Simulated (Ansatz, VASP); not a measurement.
# Two plane-wave programs on AlNi

POSCAR

```
AlNi
1.0
    2.0223875562     -2.0221673115      0.0000000000
    2.0223875562      2.0221673115      0.0000000000
    0.0000000000      0.0000000000      2.9561178515
Al Ni
1 1
Direct
    0.0000000000      0.0000000000      0.0000000000
    0.5000000000      0.5000000000      0.5000000000
```

The input INCAR.step1:

```
ALGO = Normal
EDIFF = 1E-4
ENCUT = 520
GGA = PE
ISMEAR = 0
LASPH = True
LCHARG = False
LREAL = False
LWAVE = True
NBANDS = 14
NELM = 60
PREC = Accurate
SIGMA = 0.15
```

File INCAR.step2:

```
ALGO = Normal
EDIFF = 1E-6
ENCUT = 520
ISIF = 2
ISMEAR = 0
ISTART = 1
LASPH = True
LCHARG = True
LELF = True
LMIXTAU = True
LREAL = False
LVHAR = True
LWAVE = False
METAGGA = R2SCAN
NBANDS = 14
NELM = 60
PREC = Accurate
SIGMA = 0.15
```

Contents of KPOINTS:

```
k-points
0
Gamma
  20 20 20
```

Input for Ansatz:

```yaml
crystal:
  lattice:
    - [2.0223875562, -2.0221673115, 0.0]
    - [2.0223875562, 2.0221673115, 0.0]
    - [0.0, 0.0, 2.9561178515]
  atoms:
    - { symbol: Al, position: [0.0, 0.0, 0.0] }
    - { symbol: Ni, position: [0.5, 0.5, 0.5] }
basis:
  ecutwfc: 500
kpoints:
  mp_grid: { grid: [20, 20, 20] }
hamiltonian:
  xc: r2scan
scf:
  occupations: { method: gaussian, width: 0.15 }
output:
  forces: true
  stress: true
  eigenvalues: true
```

Change from the starting cell: strain +0.000 along x and y, +0.030 along z, atoms carried along.

Alike in both runs: task single point; functional r2SCAN; k mesh 20 × 20 × 20; occupations gaussian, width 0.15 eV; no spin polarisation.

```csv
,VASP,Ansatz
version,VASP 6.6.1,Ansatz 0.2.0
potentials or method,"VASP PAW PBE potentials, release 64 (Al, Ni), cutoff 520 eV","scalar-relativistic, plane waves, PAW"
valence electrons in the cell,13,21
```

Ansatz gave:

| Quantity | Value |
| --- | --- |
| gap on the k mesh at the Fermi level (eV) | none |
| pressure (GPa) | -4.8 |
| traceless stress, the component that is largest in VASP (GPa) | -1.46 |

Task: What did VASP give for the same quantities?

Result: gap on the k mesh at the Fermi level (eV): none; pressure (GPa): -5.0; traceless stress, the component that is largest in VASP (GPa): -1.50.

VASP's potentials were made for PBE, not for r2SCAN. A gap of «none» marks a metal or a gap that the smearing closes. VASP's potentials hold 13 valence electrons a cell and Ansatz's 21, so a difference there can come from the potentials and not from the codes.
